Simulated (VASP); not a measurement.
Here is a VASP 6.6.1 calculation.

Contents of POSCAR:

```
HfO2
1.0
    0.0000000000      2.5350000000      2.5350000000
    2.5350000000      0.0000000000      2.5350000000
    2.5350000000      2.5350000000      0.0000000000
Hf O
1 2
Direct
    0.0068325476      0.0068325476      0.0068325476
    0.2500000000      0.2500000000      0.2500000000
    0.7500000000      0.7500000000      0.7500000000
```

Contents of INCAR.step1:

```
SYSTEM = HfO2
ALGO = Normal
EDIFF = 1E-5
ENCUT = 520
GGA = PE
ISIF = 2
ISMEAR = -1
LASPH = .TRUE.
LCHARG = .FALSE.
LREAL = .FALSE.
LWAVE = .TRUE.
NBANDS = 18
NELM = 100
PREC = Accurate
SIGMA = 0.05
```

Contents of INCAR.step2:

```
SYSTEM = HfO2
ALGO = Normal
EDIFF = 1E-6
ENCUT = 520
GGA = PE
HFSCREEN = 0.2079
ISIF = 2
ISMEAR = -1
ISTART = 1
LASPH = .TRUE.
LCHARG = .FALSE.
LHFCALC = .TRUE.
LREAL = .FALSE.
LWAVE = .FALSE.
NBANDS = 18
NELM = 100
PREC = Accurate
PRECFOCK = Normal
SIGMA = 0.05
```

Contents of KPOINTS:

```
k-points
0
G
  4 4 4
  0 0 0
```

Potentials or basis: VASP PAW PBE potentials, release 64 (Hf_pv, O).

The run is started by

```sh
$ cat potpaw_PBE.64/Hf_pv/POTCAR potpaw_PBE.64/O/POTCAR > POTCAR
$ cp INCAR.step1 INCAR
$ mpirun -np 1 vasp_std > vasp.out
$ cp INCAR.step2 INCAR
$ mpirun -np 1 vasp_std > vasp.out
```

(1) Predict the band gap on the k mesh.

(2) What does it give for the largest force?

(3) What does it give for the pressure?

Results:

(1) 5.35 eV.

(2) 0.312 eV/Å.

(3) -6.6 GPa.

Caveat: the k points lie up to 0.54 Å⁻¹ apart; the PAW data sets were made with another functional, which shifts forces and pressure a little; spin-orbit coupling is left out, which moves the levels of the heavy elements.
